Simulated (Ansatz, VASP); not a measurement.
Two plane-wave programs on MnS

Contents of INCAR:

```
PREC = Accurate
ENCUT = 520
EDIFF = 1E-6
ISMEAR = -1
SIGMA = 0.05
LREAL = F
LASPH = T
NELM = 150
ALGO = Normal
ISIF = 2
LWAVE = F
LCHARG = F
ISPIN = 2
MAGMOM = 4.5 0
LORBIT = 11
LMAXMIX = 4
GGA = PE
NBANDS = 20
```

KPOINTS

```
Automatic mesh
0
Gamma
  7 7 7
```

POSCAR

```
MnS
1.0
    0.0000000000      2.8000000000      2.8000000000
    2.8000000000      0.0000000000      2.8000000000
    2.8000000000      2.8000000000      0.0000000000
Mn S
1 1
Direct
    0.0000000000      0.0000000000      0.0000000000
    0.7500000000      0.7500000000      0.7500000000
```

Input for Ansatz:

```yaml
crystal:
  lattice:
    - [0.0, 2.8, 2.8]
    - [2.8, 0.0, 2.8]
    - [2.8, 2.8, 0.0]
  atoms:
    - { symbol: Mn, position: [0.0, 0.0, 0.0], spin: 4.5 }
    - { symbol: S, position: [0.75, 0.75, 0.75] }
magnetization:
  spin_polarized: true
hamiltonian:
  xc: pbe
  pseudopotentials: { kind: paw }
basis:
  ecutwfc: 420
kpoints:
  mp_grid: { grid: [7, 7, 7] }
scf:
  occupations: { method: fermi_dirac, width: 0.05 }
  lower_state_search: "off"
output:
  forces: true
  stress: true
```

Alike in both runs: task single point; functional PBE; k mesh 7 × 7 × 7; occupations fermi-dirac, width 0.05 eV; collinear spin.

```csv
,VASP,Ansatz
version,VASP 6.6.1,Ansatz 0.2.0
potentials or method,"VASP PAW PBE potentials, release 64 (Mn_pv, S), cutoff 520 eV","PAW, plane waves, scalar-relativistic"
valence electrons in the cell,19,21
```

|  | VASP | Ansatz | Ansatz less VASP |
| --- | --- | --- | --- |
| pressure (GPa) | 0.8 | 0.8 | -0.05 |
| net moment per atom (μB) | 2.45 | 2.45 | -0.001 |
| size of the moment on the site where the two differ most (μB) | 4.31 | 4.14 | -0.170 |

Site moments also hang on the region over which each program counts them. The functional is the same, so the differences come from potentials, cutoffs and numerics. VASP's potentials hold 19 valence electrons a cell and Ansatz's 21, so a difference there can come from the potentials and not from the codes.
